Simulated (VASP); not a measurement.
Here is a VASP 6.6.1 calculation.

File INCAR:

```
SYSTEM = Nb
  PREC = Accurate
  ENCUT = 600
  EDIFF = 1E-6
  ISMEAR = -1
  SIGMA = 0.1
  LREAL = .FALSE.
  LASPH = .TRUE.
  NELM = 80
  ALGO = Normal
  ISIF = 3
  LWAVE = .FALSE.
  LCHARG = .FALSE.
  IBRION = 2
  NSW = 80
  EDIFFG = -0.02
  PSTRESS = 600.0
```

Contents of KPOINTS:

```
regular mesh
0
G
  9 9 9
  0 0 0
```

The input POSCAR:

```
Nb
1.0
    1.6650000000      1.6650000000      1.6650000000
   -1.6650000000      1.6650000000      1.6650000000
   -1.6650000000     -1.6650000000      1.6650000000
Nb
1
Direct
    0.0000000000      0.0000000000      0.0000000000
```

Potentials or basis: VASP PAW LDA potentials, release 64 (Nb_sv).

Command:

```bash
$ cat potpaw_LDA.64/Nb_sv/POTCAR > POTCAR
$ mpirun -np 1 vasp_std > vasp.out
```

Question: Estimate the space group after relaxing (to 0.05 Å).

Answer: Im-3m (No. 229).

Question: What does it give for the relaxed cell?

Answer: a = 2.625 Å, b = 2.625 Å, c = 2.625 Å, α = 70.53°, β = 109.47°, γ = 70.53°.

Question: Predict the relaxed volume.

Answer: 13.92 Å³/atom.

Step by step:
```csv
step,energy change (eV),largest force (eV/Å),pressure (GPa),volume (Å³)
1,0.0000,0.0000,-12.71,18.46
2,61.9962,0.0000,5628.07,3.90
3,-0.0563,0.0000,-0.80,17.19
4,-0.0297,0.0000,10.68,16.29
5,0.5788,0.0000,69.96,13.60
6,0.4315,0.0000,58.64,13.97
7,0.4620,0.0000,61.06,13.89
8,0.4047,0.0000,56.51,14.04
9,0.4485,0.0000,59.99,13.92
```

Caveat: the cell is relaxed towards a set pressure, so the enthalpy falls and the energy may rise; the volume moved by over 15 % at a fixed basis, so the end points are rough.
